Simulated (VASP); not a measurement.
Input of a VASP 6.6.1 run:

File INCAR:

```
ALGO = Normal
EDIFF = 1E-6
ENCUT = 520
GGA = PS
ISIF = 2
ISMEAR = -1
IVDW = 12
LASPH = True
LCHARG = False
LREAL = False
LWAVE = False
NBANDS = 25
NELM = 100
PREC = Accurate
SIGMA = 0.05
```

The input KPOINTS:

```
k-points
0
Gamma
  9 9 9
```

Contents of POSCAR:

```
CO2
1.0
   -1.9502648024      1.9502648024      2.9649579321
    1.9502648024     -1.9502648024      2.9649579321
    1.9502648024      1.9502648024     -2.9649579321
O C
4 2
Direct
    0.8750000000      0.9560265981      0.5810265981
    0.3750000000      0.2939734019      0.4189734019
    0.0439734019      0.6250000000      0.9189734019
    0.7060265981      0.1250000000      0.0810265981
    0.0000000000      0.0000000000      0.0000000000
    0.7500000000      0.2500000000      0.5000000000
```

Potentials or basis: VASP PAW PBE potentials, release 64 (O, C).

The run is started by

```console
$ cat potpaw_PBE.64/O/POTCAR potpaw_PBE.64/C/POTCAR > POTCAR
$ mpirun -np 1 vasp_std > vasp.out
```

(1) Estimate the band gap on the k mesh.

(2) Estimate the dispersion energy per atom.

(3) What does it give for the pressure?

Results:

(1) 7.61 eV (least direct gap 8.02 eV).

(2) -0.069 eV.

(3) 1.8 GPa.

Caveat: the PAW data sets were made with another functional, which shifts forces and pressure a little.
